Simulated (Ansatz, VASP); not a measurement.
## Two plane-wave programs on Ru

Contents of INCAR:

```
ALGO     = Normal         # electronic algorithm
EDIFF    = 1E-6           # SCF threshold, eV
EDIFFG   = -0.01          # ionic threshold
ENCUT    = 600            # plane-wave cutoff, eV
GGA      = RP             # functional
IBRION   = 2              # ionic algorithm
ISIF     = 3              # what is computed and relaxed
ISMEAR   = -1             # smearing method
IVDW     = 12             # dispersion correction
LASPH    = T              # aspherical terms in the spheres
LCHARG   = F              # write CHGCAR
LREAL    = F              # projectors in reciprocal space
LWAVE    = F              # write WAVECAR
NELM     = 80             # most SCF steps
NSW      = 60             # ionic steps
PREC     = Accurate       # precision mode
SIGMA    = 0.05           # smearing width, eV
```

Contents of KPOINTS:

```
k-points
0
Gamma
  11 11 6
```

File POSCAR:

```
Ru
1.0
    2.7058000000      0.0000000000      0.0000000000
   -1.3529000000      2.3432915376      0.0000000000
    0.0000000000      0.0000000000      4.2819000000
Ru
2
Direct
    0.6666666667      0.3333333333      0.7500000000
    0.3333333333      0.6666666667      0.2500000000
```

The input input.yaml:

```yaml
crystal:
  lattice:
    - [2.7058, 0.0, 0.0]
    - [-1.3529, 2.3432915376, 0.0]
    - [0.0, 0.0, 4.2819]
  atoms:
    - { symbol: Ru, position: [0.6666666667, 0.3333333333, 0.75] }
    - { symbol: Ru, position: [0.3333333333, 0.6666666667, 0.25] }
hamiltonian:
  xc: rpbe
  pseudopotentials: { kind: paw }
  dispersion: d3bj
kpoints:
  mp_grid: { grid: [11, 11, 6] }
scf:
  occupations: { method: fermi_dirac, width: 0.05 }
output:
  forces: true
  stress: true
  write_density: true
  write_potential: true
  elf: true
  volumetric_format: npy
relax:
  f_tol: 0.01
  max_steps: 40
  cell: { stress_tol: 0.05 }
```

Alike in both runs: task relaxation of cell and atoms; functional RPBE; dispersion D3(BJ); k mesh 11 × 11 × 6; occupations fermi-dirac, width 0.05 eV; no spin polarisation.

|  | VASP | Ansatz |
| --- | --- | --- |
| version | VASP 6.6.1 | Ansatz 0.2.0 |
| potentials or method | VASP PAW PBE potentials, release 64 (Ru_pv) | Ansatz PAW |
| plane-wave cutoff (eV) | 600 | 420 |
| valence electrons in the cell | 28 | 32 |

|  | VASP | Ansatz | Ansatz less VASP |
| --- | --- | --- | --- |
| gap on the k mesh at the Fermi level, each at its own relaxed structure (eV) | none | none | - |
| relaxed volume (Å³/atom) | 12.38 | 12.38 | -0.003 |
| relaxed cell length with the largest relative difference (Å) | 4.168 | 4.168 | -0.0005 |

VASP's potentials were made for PBE, not for RPBE. A gap of «none» marks a metal or a gap that the smearing closes. VASP's potentials hold 28 valence electrons a cell and Ansatz's 32, so a difference there can come from the potentials and not from the codes.

Noted on Ansatz's run: the plane-wave basis is chosen anew once the cell has moved, so the energies of steps on either side of that aren't comparable.
